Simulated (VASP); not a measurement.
# CdInS2 (P-3m1) in VASP: notebook

The runs below take CdInS2 through single point, with PBE.

Everything below comes from runs of VASP 6.6.1. Logs are shortened: lines on timing, memory, paths and dates and some standing lists are left out, and cuts for length are marked.

### Step 1. The cell of the first run

The structure is trigonal, space group P-3m1 (No. 164). The conventional cell has a = 4.086 Å, b = 4.086 Å, c = 6.112 Å, α = 90.00°, β = 90.00°, γ = 120.00°. Cd (site symmetry -3m) has 6 S at 2.95 Å and 2 In at 3.06 Å within 3.9 Å. In (site symmetry -3m) has 6 S at 2.68 Å and 2 Cd at 3.06 Å within 3.5 Å. S (site symmetry 3m) has 3 In at 2.68 Å and 3 Cd at 2.95 Å and 3 S at 3.48 Å within 3.5 Å.

### Step 2. Single point, PBE

INCAR

```
PREC = Accurate ; ENCUT = 520
EDIFF = 1E-6 ; ISMEAR = 0
SIGMA = 0.15 ; LREAL = F
LASPH = T ; NELM = 100
ALGO = Normal ; ISIF = 2
LWAVE = F ; LCHARG = F
GGA = PE ; NBANDS = 26
```

KPOINTS

```
regular mesh
0
Gamma
  12 12 6
```

POSCAR

```
CdInS2
1.0
    4.0863836495      0.0000000000      0.0000000000
   -2.0431918247      3.5389120501      0.0000000000
    0.0000000000      0.0000000000      6.1115953862
Cd In S
1 1 2
Direct
    0.0000000000      0.0000000000      0.0000000000
    0.0000000000      0.0000000000      0.5000000000
    0.6666666667      0.3333333333      0.7089643644
    0.3333333333      0.6666666667      0.2910356356
```

Potentials or basis: VASP PAW PBE potentials, release 64 (Cd, In_d, S).

The run is started by

```console
> cat potpaw_PBE.64/Cd/POTCAR potpaw_PBE.64/In_d/POTCAR potpaw_PBE.64/S/POTCAR > POTCAR
> mpirun -np 1 vasp_std > vasp.out
```

OUTCAR:

```text
PREC = Accurate
   ENCUT = 520
   EDIFF = 1E-6
   ISMEAR = 0
   LREAL = F
   LASPH = T
   NELM = 100
   ISIF = 2
   GGA = PE

 ion  position               nearest neighbor table
   1  0.000  0.000  0.000-   3 2.95   4 2.95   4 2.95   3 2.95   3 2.95   4 2.95   2 3.06   2 3.06

   2  0.000  0.000  0.500-   3 2.68   4 2.68   4 2.68   3 2.68   3 2.68   4 2.68   1 3.06   1 3.06

   3  0.667  0.333  0.709-   2 2.68   2 2.68   2 2.68   1 2.95   1 2.95   1 2.95
   4  0.333  0.667  0.291-   2 2.68   2 2.68   2 2.68   1 2.95   1 2.95   1 2.95

  LATTYP: Found a hexagonal cell.
 ALAT       =     4.0863836495
 C/A-ratio  =     1.4956000000

  Lattice vectors:

 A1 = (   4.0863836495,   0.0000000000,   0.0000000000)
 A2 = (  -2.0431918247,   3.5389120501,   0.0000000000)
 A3 = (   0.0000000000,   0.0000000000,   6.1115953862)

Analysis of symmetry for initial positions (statically):
=====================================================================
 Subroutine PRICEL returns:
 Original cell was already a primitive cell.

 Routine SETGRP: Setting up the symmetry group for a
 hexagonal supercell.

 Subroutine GETGRP returns: Found 12 space group operations
 (whereof 12 operations were pure point group operations)
 out of a pool of 24 trial point group operations.

The static configuration has the point symmetry D_3d.

Analysis of symmetry for dynamics (positions and initial velocities):
=====================================================================
 Subroutine PRICEL returns:
 Original cell was already a primitive cell.

 Routine SETGRP: Setting up the symmetry group for a
 hexagonal supercell.

 Subroutine GETGRP returns: Found 12 space group operations
 (whereof 12 operations were pure point group operations)
 out of a pool of 24 trial point group operations.

The dynamic configuration has the point symmetry D_3d.

 Subroutine INISYM returns: Found 12 space group operations
 (whereof 12 operations are pure point group operations),
 and found     1 'primitive' translations

----------------------------------------------------------------------------------------

                                     Primitive cell

  volume of cell :      88.3819

  direct lattice vectors                    reciprocal lattice vectors
     4.086383650  0.000000000  0.000000000     0.244715153  0.141286359  0.000000000
[... 88 lines left out ...]
   ENCUT  =  520.0 eV  38.22 Ry    6.18 a.u.   7.60  7.60 11.36*2*pi/ulx,y,z
   NELM   =    100;   NELMIN=  2; NELMDL= -5     # of ELM steps
   EDIFF  = 0.1E-05   stopping-criterion for ELM
   LREAL  =      F    real-space projection
   EDIFFG = 0.1E-04   stopping-criterion for IOM
   NSW    =      0    number of steps for IOM
   IBRION =     -1    ionic relax: 0-MD 1-quasi-New 2-CG
   NFREE  =      0    steps in history (QN), initial steepest desc. (CG)
   ISIF   =      2    stress and relaxation
   ISYM   =      2    0-nonsym 1-usesym 2-fastsym
   POTIM  = 0.5000    time-step for ionic-motion
   TEBEG  =    0.0;   TEEND  =   0.0 temperature during run
   PSTRESS=    0.0 pullay stress
   NELECT =      37.0000    total number of electrons
   NUPDOWN=      -1.0000    fix difference up-down
   EMIN   =  10.00;   EMAX   =-10.00  energy-range for DOS
   EFERMI =   0.00;   METHOD = LEGACY
   ISMEAR =     0;   SIGMA  =   0.15  broadening in eV -4-tet -1-fermi 0-gaus
   EFERMI_NEDOS =   21; number of points for ismear=-14 and -15
   IALGO  =     38    algorithm
   IMIX   =      4    mixing-type and parameters
     AMIX     =   0.40;   BMIX     =  1.00
     AMIX_MAG =   1.60;   BMIX_MAG =  1.00
  volume/ion in A,a.u.               =      22.10       149.11
  Fermi-wavevector in a.u.,A,eV,Ry     =   1.224675  2.314300 20.406415  1.499829
  Thomas-Fermi vector in A             =   2.359741
   LORBIT       =      0    0 simple, 1 ext, 2 COOP (PROOUT), +10 PAW based schemes
   GGA     = PE    functional components
   LHFCALC =     F    Hartree Fock is set to
   AEXX    =    0.0000 exact exchange contribution
   IVDW    =     0    specifies the selected vdW correction
   LEPSILON=     F    determine dielectric tensor
   LRPA    =     F    only Hartree local field effects (RPA)
 non-spin polarized calculation
 Gauss-broadening in eV      SIGMA  =   0.15
  energy-cutoff  :      520.00
  volume of cell :       88.38
 maximum number of plane-waves:      2410
   NGX = 15   NGY = 15   NGZ = 23

 number of electron      37.0000000 magnetization

 Free energy of the ion-electron system (eV)
  ---------------------------------------------------
  ext. energy  EPLUGINS =         0.00000000
  ---------------------------------------------------
  free energy    TOTEN  =       -12.32063086 eV

  energy without entropy =      -12.29872069  energy(sigma->0) =      -12.30967578

 E-fermi :   5.6403     XC(G=0): -10.0120

 val. band max:        5.6392323136   @ k =   0.3333   0.0833   0.3333
 cond. band min:       5.6481640613   @ k =  -0.0833   0.3333   0.1667
 fundamental gap:      0.0089317477
 Fermi energy:         5.6403201781

 k-point     1 :       0.0000    0.0000    0.0000
  band No.  band energies     occupation
      1      -9.8004      2.00000
      2      -9.7282      2.00000
      3      -9.7282      2.00000
      4      -9.6092      2.00000
      5      -9.6092      2.00000
      6      -8.9709      2.00000
[... 685 lines left out ...]
     25      11.3191      0.00000
     26      11.7426      0.00000

 [... further k-points ...]

------------------------ aborting loop because EDIFF is reached ----------------------------------------

  FORCE on cell =-STRESS in cart. coord.  units (eV):
  Direction    XX          YY          ZZ          XY          YZ          ZX
  --------------------------------------------------------------------------------------
  -------------------------------------------------------------------------------------
  Total        0.1755639      0.1755639      5.7410911      0.0000000      0.0000000     -0.0000000
  in kB        3.1826026      3.1826026    104.0738252      0.0000000      0.0000000     -0.0000000
  external PRESSURE =      36.8130101 kB  Pullay stress =       0.0000000 kB

 VOLUME and BASIS-vectors are now :
 -----------------------------------------------------------------------------
  energy-cutoff  :      520.00
  volume of cell :       88.38
      direct lattice vectors                 reciprocal lattice vectors
     4.086383650  0.000000000  0.000000000     0.244715153  0.141286359  0.000000000
    -2.043191825  3.538912050  0.000000000     0.000000000  0.282572719  0.000000000
     0.000000000  0.000000000  6.111595386     0.000000000  0.000000000  0.163623397

 POSITION                                       TOTAL-FORCE (eV/Angst)
 -----------------------------------------------------------------------------------
      0.00000      0.00000      0.00000        -0.000000      0.000000      0.000000
      0.00000      0.00000      3.05580        -0.000000      0.000000      0.000000
      2.04319      1.17964      4.33290         0.000000     -0.000000      1.056562
     -0.00000      2.35927      1.77869        -0.000000      0.000000     -1.056562
 -----------------------------------------------------------------------------------
    total drift:                                0.000000      0.000000      0.000000

  FREE ENERGIE OF THE ION-ELECTRON SYSTEM (eV)
  ---------------------------------------------------
  free  energy   TOTEN  =       -12.3206308563 eV

  energy  without entropy=      -12.2987206947  energy(sigma->0) =      -12.30967578
```

OSZICAR:

```text
N       E                     dE             d eps       ncg     rms          rms(c)
DAV:   1     0.321204778330E+03    0.32120E+03   -0.17624E+04  5210   0.154E+03
DAV:   2     0.175544363582E+02   -0.30365E+03   -0.29209E+03  5440   0.396E+02
DAV:   3    -0.121941814457E+02   -0.29749E+02   -0.29235E+02  6470   0.123E+02
DAV:   4    -0.132414110028E+02   -0.10472E+01   -0.10394E+01  6182   0.226E+01
DAV:   5    -0.132746876256E+02   -0.33277E-01   -0.33261E-01  7472   0.429E+00    0.110E+01
DAV:   6    -0.123265101715E+02    0.94818E+00   -0.21063E+00  8350   0.203E+01    0.756E+00
DAV:   7    -0.123232827800E+02    0.32274E-02   -0.51455E-01  6530   0.509E+00    0.278E+00
DAV:   8    -0.123202312950E+02    0.30515E-02   -0.35097E-02  6982   0.185E+00    0.699E-01
DAV:   9    -0.123204292201E+02   -0.19793E-03   -0.39606E-03  6454   0.598E-01    0.195E-01
DAV:  10    -0.123205191714E+02   -0.89951E-04   -0.31329E-04  6348   0.119E-01    0.790E-02
DAV:  11    -0.123206141737E+02   -0.95002E-04   -0.73955E-05  5698   0.547E-02    0.494E-02
DAV:  12    -0.123206298766E+02   -0.15703E-04   -0.14512E-05  6154   0.243E-02    0.102E-02
DAV:  13    -0.123206308563E+02   -0.97974E-06   -0.98962E-07  4564   0.678E-03
   1 F= -.12320631E+02 E0= -.12309676E+02  d E =-.219102E-01
```

stdout:

```text
POSCAR found type information on POSCAR CdInS
 POSCAR found :  3 types and       4 ions
 scaLAPACK will be used
 LDA part: xc-table for (Slater+PW92), standard interpolation
 POSCAR, INCAR and KPOINTS ok, starting setup
 FFT: planning ... GRIDC
 FFT: planning ... GRID_SOFT
 FFT: planning ... GRID
 WAVECAR not read
 entering main loop
```

It took 3 min on 1 thread of Intel Xeon Platinum 8259CL at 2.50GHz (Skylake/Cascade Lake), shared host; peak memory 0.36 GiB.

Results:

- Free energy: -12.3206 eV
- Pressure: 3.7 GPa
- Largest force: 1.057 eV/Å
- Band gap on the k mesh: zero (an odd number of electrons rules out a gap without spin polarisation)

Forces in eV/Å, atoms in the order of the input:
```
Cd   0.000  0.000  0.000
In   0.000  0.000  0.000
S    0.000  0.000  1.057
S    0.000  0.000 -1.057
```

Levels at points of the mesh, in eV from the Fermi level:
```
           k point  band 15  band 16  band 17  band 18  band 19  band 20  band 21  band 22  band 23  band 24
(0.00, 0.00, 0.00)    -3.08    -2.64    -2.64    -2.51    -2.26     0.49     3.44     3.46     3.46     6.41
(0.50, 0.00, 0.00)    -4.59    -4.26    -3.27    -2.20    -0.05     0.99     1.33     3.75     4.54     5.98
(0.00, 0.00, 0.50)    -2.82    -2.82    -2.82    -2.82    -0.61     0.49     3.28     3.48     3.48     4.69
(0.50, 0.00, 0.50)    -4.14    -3.09    -3.09    -2.88    -0.11     0.01     3.44     4.02     5.61     5.77
```

Caveat: the cell differs from its parent crystal (atoms shifted along a free coordinate, c/a of the conventional cell at fixed volume 1.4956); the stress differs along the axes, from 0 to 10 GPa; spin-orbit coupling is left out, which moves the levels of the heavy elements; forces of over 1 eV/Å act on the atoms, so gaps and moduli don't describe the material at rest.

### Step 3. Single point, PBE (22.10 Å³/atom, c/a of the conventional cell at fixed volume 1.4956)

INCAR

```
PREC     = Accurate       # precision mode
ENCUT    = 520            # plane-wave cutoff, eV
EDIFF    = 1E-6           # SCF threshold, eV
ISMEAR   = 0              # smearing method
SIGMA    = 0.15           # smearing width, eV
LREAL    = F              # projectors in reciprocal space
LASPH    = T              # aspherical terms in the spheres
NELM     = 60             # most SCF steps
ALGO     = Normal         # electronic algorithm
ISIF     = 2              # what is computed and relaxed
LWAVE    = F              # write WAVECAR
LCHARG   = F              # write CHGCAR
GGA      = PE             # functional
NBANDS   = 26             # bands
```

KPOINTS is that of step 2.

POSCAR, as its differences from that of step 2:

```diff
@@ -10,3 +10,3 @@
     0.0000000000      0.0000000000      0.5000000000
-    0.6666666667      0.3333333333      0.7089643644
-    0.3333333333      0.6666666667      0.2910356356
+    0.6666666667      0.3333333333      0.7578554487
+    0.3333333333      0.6666666667      0.2421445513
```

Potentials or basis: VASP PAW PBE potentials, release 64 (Cd, In_d, S).

The run is started by

```console
> cat potpaw_PBE.64/Cd/POTCAR potpaw_PBE.64/In_d/POTCAR potpaw_PBE.64/S/POTCAR > POTCAR
> mpirun -np 1 vasp_std > vasp.out
```

It took 2.9 min on 1 thread of Intel Xeon Platinum 8259CL at 2.50GHz (Skylake/Cascade Lake), shared host; peak memory 0.36 GiB.

The run converged. Its results:

```yaml
Free_energy: -12.7256 eV
Pressure: 1.9 GPa
Largest_force: 0.139 eV/Å
Band_gap_on_the_k_mesh: zero (an odd number of electrons rules out a gap without spin polarisation)
```

Forces in eV/Å, atoms in the order of the input:
```
Cd   0.000  0.000  0.000
In   0.000  0.000  0.000
S    0.000  0.000  0.139
S    0.000  0.000 -0.139
```

Stress tensor (GPa, compression positive):
```
-1.78  0.00  0.00
 0.00 -1.78  0.00
 0.00  0.00  9.26
```

Levels at points of the mesh, in eV from the Fermi level:
| k point | band 16 | band 17 | band 18 | band 19 | band 20 | band 21 | band 22 | band 23 |
| --- | --- | --- | --- | --- | --- | --- | --- | --- |
| (0.00, 0.00, 0.00) | -2.25 | -2.07 | -2.07 | -1.91 | 0.66 | 3.90 | 3.90 | 4.52 |
| (0.50, 0.00, 0.00) | -3.94 | -3.23 | -1.87 | 0.11 | 1.44 | 1.56 | 3.62 | 5.11 |
| (0.00, 0.00, 0.50) | -2.41 | -2.21 | -2.21 | 0.03 | 0.45 | 3.94 | 3.94 | 4.73 |
| (0.50, 0.00, 0.50) | -2.96 | -2.92 | -2.81 | -0.48 | 0.67 | 3.98 | 4.25 | 5.21 |

Caveat: the cell differs from its parent crystal (c/a of the conventional cell at fixed volume 1.4956); the stress differs along the axes, from -2 to 9 GPa; spin-orbit coupling is left out, which moves the levels of the heavy elements.

The gap in the log of VASP goes by the Fermi energy; the results here count the filled bands.